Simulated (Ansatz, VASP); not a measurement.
**One calculation of Co, two programs**

```
Co
1.0
    -2.25162    2.25162    1.19429
     2.25162   -2.25162    1.19429
     2.25162    2.25162   -1.19429
Co
2
Direct
  0.00000 0.00000 0.00000
  0.75000 0.25000 0.50000
```

Alike in both runs: functional PBE; k mesh 8 × 8 × 8; occupations gaussian, width 0.1 eV; collinear spin.

Ansatz relaxed the structure, and its values are those at the end. VASP's run is a single point on that final structure, the one shown.

```csv
,VASP,Ansatz
version,VASP 6.6.1,Ansatz 0.2.0
potentials or method,"VASP PAW PBE potentials, release 64 (Co), cutoff 520 eV","scalar-relativistic, plane waves, PAW"
valence electrons in the cell,18,34
```

```csv
,VASP,Ansatz,Ansatz less VASP
gap on the k mesh at the Fermi level (eV),none,none,-
pressure (GPa),-0.7,0.0,+0.76
net moment per atom (μB),1.80,1.81,+0.013
size of the moment on the site where the two differ most (μB),1.81,1.84,+0.036
```

Site moments also hang on the region over which each program counts them. A gap of «none» marks a metal or a gap that the smearing closes. With one functional, cell and mesh, what is left measures potentials, basis and numerics. VASP's potentials hold 18 valence electrons a cell and Ansatz's 34, so a difference there can come from the potentials and not from the codes.

The k mesh is coarse, so the values compare programs but aren't converged.
